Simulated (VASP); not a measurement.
Write the native input for VASP 6.6.1 that does the following.

* Task: single point
* Functional: HSE06
* Dispersion: D3(BJ)
* Potentials or basis: VASP PAW PBE potentials, release 64 (Cl, Na_pv)
* Cutoff: 520 eV
* k mesh: 4 × 4 × 4
* Occupations: gaussian, width 0.05 eV
* Spin: no spin polarisation
* Dipole correction: no
* Grid for exact exchange (PRECFOCK): Normal
* Further INCAR settings: ALGO = Normal; EDIFF = 1e-06; NBANDS = 14
* Screening parameter: 0.2079 1/Å

NaCl:

```xyz
2
Lattice="0.0000 2.7941 2.7941 2.7941 0.0000 2.7941 2.7941 2.7941 0.0000" Properties=species:S:1:pos:R:3 pbc="T T T"
Cl    2.7941    2.7941    2.7941
Na    0.0000    0.0000    0.0000
```

These files were run (other wordings do the same):

POSCAR

```
NaCl
1.0
    0.0000000000      2.7940632177      2.7940632177
    2.7940632177      0.0000000000      2.7940632177
    2.7940632177      2.7940632177      0.0000000000
Cl Na
1 1
Direct
    0.5000000000      0.5000000000      0.5000000000
    0.0000000000      0.0000000000      0.0000000000
```

INCAR.step1

```
PREC = Accurate ; ENCUT = 520
EDIFF = 1E-5 ; ISMEAR = 0
SIGMA = 0.05 ; LREAL = False
LASPH = True ; NELM = 80
ALGO = Normal ; ISIF = 2
LWAVE = True ; LCHARG = False
NBANDS = 14 ; GGA = PE
```

INCAR.step2

```
PREC = Accurate ; ENCUT = 520
EDIFF = 1E-6 ; ISMEAR = 0
SIGMA = 0.05 ; LREAL = False
LASPH = True ; NELM = 80
ALGO = Normal ; ISIF = 2
LWAVE = False ; LCHARG = False
GGA = PE ; LHFCALC = True
HFSCREEN = 0.2079 ; PRECFOCK = Normal
IVDW = 12 ; VDW_S6 = 1.0
VDW_S8 = 2.31 ; VDW_A1 = 0.383
VDW_A2 = 5.685 ; NBANDS = 14
ISTART = 1
```

KPOINTS

```
regular mesh
0
Gamma
  4 4 4
```

Potentials or basis: VASP PAW PBE potentials, release 64 (Cl, Na_pv).

Run with:

```sh
$ cat potpaw_PBE.64/Cl/POTCAR potpaw_PBE.64/Na_pv/POTCAR > POTCAR
$ cp INCAR.step1 INCAR
$ mpirun -np 1 vasp_std > vasp.out
$ cp INCAR.step2 INCAR
$ mpirun -np 1 vasp_std > vasp.out
```

Results of the run:

| Item | Value |
| --- | --- |
| Pressure | -1.0 GPa |
| Band gap on the k mesh | 6.59 eV, direct |
| Dispersion energy per atom | -0.268 eV |

Caveat: the k points lie up to 0.49 Å⁻¹ apart; the PAW data sets were made with another functional, which shifts forces and pressure a little.

Run time: 120 s on 1 thread of Intel(R) Xeon(R) Platinum 8375C CPU @ 2.90GHz (Ice Lake), with other jobs on the host, peak memory 0.27 GiB.
